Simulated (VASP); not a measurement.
Set up this calculation in VASP 6.6.1, as the native input.

```
Task                   : electric field gradients
Functional             : PBE
Potentials or basis    : VASP PAW PBE potentials, release 64 (K_sv, Zn)
Cutoff                 : 520 eV
k mesh                 : 10 × 10 × 10
Occupations            : fermi-dirac, width 0.05 eV
Spin                   : no spin polarisation
Dipole correction      : no
Further INCAR settings : ALGO = Normal; EDIFF = 1e-08; NBANDS = 18
```

The structure of KZn (CsCl type) lies in POSCAR:

```
KZn
1.0
    4.2084619670      0.0000000000      0.0000000000
    0.0000000000      4.2084619670      0.0000000000
    0.0000000000      0.0000000000      4.2084619670
K Zn
1 1
Direct
    0.0000000000      0.0000000000      0.0000000000
    0.5000000000      0.5000000000      0.5000000000
```

One way to write it, as run:

INCAR

```
PREC = Accurate
ENCUT = 520
EDIFF = 1E-8
ISMEAR = -1
SIGMA = 0.05
LREAL = False
LASPH = True
NELM = 60
ALGO = Normal
ISIF = 2
LWAVE = False
LCHARG = False
GGA = PE
LEFG = True
NBANDS = 18
```

KPOINTS

```
Automatic mesh
0
Gamma
  10 10 10
```

Potentials or basis: VASP PAW PBE potentials, release 64 (K_sv, Zn).

The run is started by

```sh
$ cat potpaw_PBE.64/K_sv/POTCAR potpaw_PBE.64/Zn/POTCAR > POTCAR
$ mpirun -np 1 vasp_std > vasp.out
```

It gave:

| Property | Result |
| --- | --- |
| Pressure | 0.0 GPa |

Caveat: without QUAD_EFG the Cq values of the log hold for a quadrupole moment of 1 mb, not for the nuclei.

Run time: 53 s on 1 thread of Oxide Virtual Turin-like Processor (shared host), peak memory 0.18 GiB.
